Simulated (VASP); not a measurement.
Here is a VASP 6.6.1 calculation.

INCAR

```
PREC     = Accurate       # precision mode
ENCUT    = 600            # plane-wave cutoff, eV
EDIFF    = 1E-7           # SCF threshold, eV
ISMEAR   = 0              # smearing method
SIGMA    = 0.1            # smearing width, eV
LREAL    = F              # projectors in reciprocal space
LASPH    = T              # aspherical terms in the spheres
NELM     = 120            # most SCF steps
ALGO     = Normal         # electronic algorithm
ISIF     = 3              # what is computed and relaxed
LWAVE    = F              # write WAVECAR
LCHARG   = F              # write CHGCAR
GGA      = CA             # functional
IBRION   = 2              # ionic algorithm
NSW      = 100            # ionic steps
EDIFFG   = -0.05          # ionic threshold
GGA_COMPAT= F            
NELMIN   = 4
```

File KPOINTS:

```
regular mesh
0
Gamma
  8 8 8
```

The input POSCAR:

```
NbC
1.0
    0.0000000000      2.2540454600      2.2540454600
    2.2540454600      0.0000000000      2.2540454600
    2.2540454600      2.2540454600      0.0000000000
Nb C
1 1
Direct
    0.0000000000      0.0000000000      0.0000000000
    0.5000000000      0.5000000000      0.5000000000
```

Potentials or basis: VASP PAW LDA potentials, release 64 (Nb_sv, C).

Command:

```sh
$ cat potpaw_LDA.64/Nb_sv/POTCAR potpaw_LDA.64/C/POTCAR > POTCAR
$ mpirun -np 1 vasp_std > vasp.out
```

(1) Predict the relaxed volume.

(2) Estimate the space group after relaxing (to 0.05 Å).

(3) What does it give for the relaxed cell?

## Answers

(1) 10.85 Å³/atom.

(2) Fm-3m (No. 225).

(3) a = 3.130 Å, b = 3.130 Å, c = 3.130 Å, α = 60.00°, β = 60.00°, γ = 60.00°.
